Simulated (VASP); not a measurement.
# ZnO (P6_3mc) in VASP: settings compared, part 3 of 3

VASP 6.6.1.

### 5 Single point, r2SCAN

Contents of POSCAR:

```
ZnO
1.0
    3.2353408559      0.0000000000      0.0000000000
   -1.6176704279      2.8018873711      0.0000000000
    0.0000000000      0.0000000000      5.2109518619
Zn O
2 2
Direct
    0.3333333333      0.6666666667     -0.0023477509
    0.6666666667      0.3333333333      0.4976522491
    0.3333333333      0.6666666667      0.3773477509
    0.6666666667      0.3333333333      0.8773477509
```

Contents of INCAR.step1:

```
PREC     = Accurate       # precision mode
ENCUT    = 520            # plane-wave cutoff, eV
ISMEAR   = 0              # smearing method
SIGMA    = 0.01           # smearing width, eV
LREAL    = F              # projectors in reciprocal space
LASPH    = T              # aspherical terms in the spheres
NELM     = 60             # most SCF steps
NBANDS   = 26             # bands
GGA      = PE             # functional
ALGO     = Normal         # electronic algorithm
EDIFF    = 1E-4           # SCF threshold, eV
LWAVE    = T              # write WAVECAR
LCHARG   = F              # write CHGCAR
```

Contents of INCAR.step2:

```
PREC     = Accurate       # precision mode
ENCUT    = 520            # plane-wave cutoff, eV
EDIFF    = 1E-7           # SCF threshold, eV
ISMEAR   = 0              # smearing method
SIGMA    = 0.01           # smearing width, eV
LREAL    = F              # projectors in reciprocal space
LASPH    = T              # aspherical terms in the spheres
NELM     = 60             # most SCF steps
ALGO     = Normal         # electronic algorithm
ISIF     = 2              # what is computed and relaxed
LWAVE    = F              # write WAVECAR
LCHARG   = F              # write CHGCAR
METAGGA  = R2SCAN         # meta-GGA
LMIXTAU  = T            
NBANDS   = 26             # bands
ISTART   = 1
```

Contents of KPOINTS:

```
regular mesh
0
Gamma
  12 12 6
```

Run with:

```console
$ cat potpaw_PBE.64/Zn/POTCAR potpaw_PBE.64/O/POTCAR > POTCAR
$ cp INCAR.step1 INCAR
$ mpirun -np 1 vasp_std > vasp.out
$ cp INCAR.step2 INCAR
$ mpirun -np 1 vasp_std > vasp.out
```

It took 96 s on 1 thread of Intel Xeon 6975P-C (Granite Rapids), shared host; peak memory 0.22 GiB.

Results (log left out):

```
Free energy            : -36.3179 eV
Pressure               : 1.0 GPa
Largest force          : 0.003 eV/Å
Band gap on the k mesh : 1.23 eV
```

Forces on the atoms (eV/Å):
```
Zn   0.000  0.000  0.003
Zn   0.000  0.000  0.003
O    0.000  0.000 -0.003
O    0.000  0.000 -0.003
```

Stress tensor (GPa, compression positive):
```
1.01 0.00 0.00
0.00 1.01 0.00
0.00 0.00 1.09
```

Levels at points of the mesh, in eV from the valence-band top:
```csv
k point,band 16,band 17,band 18,band 19,band 20,band 21
"(0.00, 0.00, 0.00)",-0.10,0.00,0.00,1.23,5.87,8.83
"(0.50, 0.00, 0.00)",-2.34,-1.31,-0.87,6.43,7.36,8.08
"(0.00, 0.00, 0.50)",-0.40,-0.40,-0.40,3.94,3.94,10.83
"(0.50, 0.00, 0.50)",-1.56,-1.41,-1.41,6.25,6.25,9.18
```

Caveat: the PAW data sets were made with another functional, which shifts forces and pressure a little.

### 6 Relaxation of cell and atoms, PBE

This run uses another cell than the first one, of 7.82 Å³/atom.

Contents of INCAR:

```
PREC = Accurate
ENCUT = 600
EDIFF = 1E-6
ISMEAR = -1
SIGMA = 0.02
LREAL = False
LASPH = True
NELM = 80
ALGO = Normal
ISIF = 3
LWAVE = False
LCHARG = False
GGA = PE
IBRION = 2
NSW = 80
EDIFFG = -0.005
```

KPOINTS is that of step 5.

Contents of POSCAR:

```
ZnO
1.0
    2.8069519459      0.0000000000      0.0000000000
   -1.4034759730      2.4308916924      0.0000000000
    0.0000000000      0.0000000000      4.5837525277
Zn O
2 2
Direct
    0.3333333333      0.6666666667      0.0000000000
    0.6666666667      0.3333333333      0.5000000000
    0.3333333333      0.6666666667      0.3750000000
    0.6666666667      0.3333333333      0.8750000000
```

Potentials or basis: VASP PAW PBE potentials, release 64 (Zn, O).

Run with:

```console
$ cat potpaw_PBE.64/Zn/POTCAR potpaw_PBE.64/O/POTCAR > POTCAR
$ mpirun -np 1 vasp_std > vasp.out
```

Wall time 3.5 min (1 thread of Intel Xeon 6975P-C (Granite Rapids), shared host); peak memory 0.2 GiB.

Results (log left out):

```
Free energy                           : -17.8113 eV
Relaxed volume                        : 12.29 Å³/atom
Relaxed cell                          : a = 3.275 Å, b = 3.275 Å, c = 5.294 Å, α = 90.00°, β = 90.00°, γ = 120.00°
Space group after relaxing (to 0.1 Å) : P6_3mc (No. 186)
Energy gained by relaxing             : 1555.0 meV/atom
Ionic steps                           : 18
Pressure after relaxing               : 0.0 GPa
Band gap on the k mesh                : 0.73 eV
```

Step by step:
| step | energy change (eV) | largest force (eV/Å) | pressure (GPa) | volume (Å³) |
| --- | --- | --- | --- | --- |
| 1 | 0.0000 | 0.1259 | 165.30 | 31.28 |
| 2 | -0.9636 | 0.0633 | -35.79 | 83.85 |
| 3 | -6.1801 | 0.0774 | -5.65 | 51.21 |
| 4 | -6.2110 | 0.0757 | -2.43 | 49.99 |
| 5 | -6.2173 | 0.0741 | 0.03 | 49.13 |
| 6 | -6.2159 | 0.0749 | -1.14 | 49.55 |
| 7 | -6.2180 | 0.0501 | 0.73 | 48.99 |
| 8 | -6.2181 | 0.0544 | 0.21 | 49.09 |
| 9 | -6.2181 | 0.0540 | 0.22 | 49.08 |
| 10 | -6.2181 | 0.0524 | 0.34 | 49.03 |
| 11 | -6.2181 | 0.0527 | 0.35 | 49.06 |
| 12 | -6.2181 | 0.0538 | 0.28 | 49.07 |
| 13 | -6.2189 | 0.0372 | 0.16 | 49.10 |
| 14 | -6.2200 | 0.0077 | 0.00 | 49.17 |
| 15 | -6.2200 | 0.0116 | -0.02 | 49.18 |
| 16 | -6.2200 | 0.0065 | 0.07 | 49.16 |
| 17 | -6.2200 | 0.0016 | 0.03 | 49.17 |
| 18 | -6.2200 | 0.0007 | -0.01 | 49.17 |

Final structure:
```yaml
crystal:
  lattice:
    - [3.27483, 0.00000, 0.00000]
    - [-1.63741, 2.83608, 0.00000]
    - [0.00000, 0.00000, 5.29382]
  atoms:
    - { symbol: Zn, position: [0.33333, 0.66667, 0.99815] }
    - { symbol: Zn, position: [0.66667, 0.33333, 0.49815] }
    - { symbol: O, position: [0.33333, 0.66667, 0.37685] }
    - { symbol: O, position: [0.66667, 0.33333, 0.87685] }
```

Levels at points of the mesh, in eV from the valence-band top:
```tsv
k point	band 16	band 17	band 18	band 19	band 20	band 21
(0.00, 0.00, 0.00)	-0.08	0.00	0.00	0.73	5.11	8.07
(0.50, 0.00, 0.00)	-2.15	-1.24	-0.79	5.64	6.83	7.52
(0.00, 0.00, 0.50)	-0.37	-0.37	-0.37	3.37	3.37	9.92
(0.50, 0.00, 0.50)	-1.43	-1.33	-1.33	5.64	5.64	8.25
```

Caveat: the volume moved by over 15 % at a fixed basis, so the end points are rough; semilocal functionals underestimate gaps, and a narrow one can read as zero.

### 7 The runs side by side

```csv
task,level,cell,k mesh,cutoff (eV),smearing,gap on the mesh (eV),pressure (GPa)
single point,PBE,"a = 3.235, b = 3.235, c = 5.211 Å, angles 90.0, 90.0, 120.0°, 4 atoms, atomic positions A",12 × 12 × 6,520,fermi-dirac 0.02 eV,0.79,7.2
single point,PBE,"a = 3.279, b = 3.279, c = 5.294 Å, angles 90.0, 90.0, 120.0°, 4 atoms, atomic positions B",12 × 12 × 6,520,fermi-dirac 0.02 eV,0.73,0.9
single point,r2SCAN,"a = 3.235, b = 3.235, c = 5.211 Å, angles 90.0, 90.0, 120.0°, 4 atoms, atomic positions A",12 × 12 × 4,520,fermi-dirac 0.02 eV,1.23,1.0
single point,r2SCAN,"a = 3.235, b = 3.235, c = 5.211 Å, angles 90.0, 90.0, 120.0°, 4 atoms, atomic positions A",12 × 12 × 6,520,gaussian 0.01 eV,1.23,1.0
relaxation of cell and atoms,PBE,"relaxed from a = 2.807, b = 2.807, c = 4.584 Å, angles 90.0, 90.0, 120.0°, 4 atoms, atomic positions C",12 × 12 × 6,600,fermi-dirac 0.02 eV,0.73,0.0
```

Alike in all rows: potentials or basis VASP PAW PBE potentials, release 64 (Zn, O); no spin polarisation.

On the cell as given the gap runs from 0.79 eV (PBE) to 1.23 eV (r2SCAN); the meshes differ, which moves gaps too. The pressure there spans 1.0 GPa (r2SCAN) to 7.2 GPa (PBE); a positive pressure means that this level wants a larger cell, a negative one a smaller.

Caveats: semilocal functionals underestimate gaps, and a narrow one can read as zero (at least some runs); the PAW data sets were made with another functional, which shifts forces and pressure a little (at least some runs); the cell stands under pressure (at least some runs); the volume moved by over 15 % at a fixed basis, so the end points are rough (at least some runs).

Absolute energies hang on the potentials; compare differences alone.
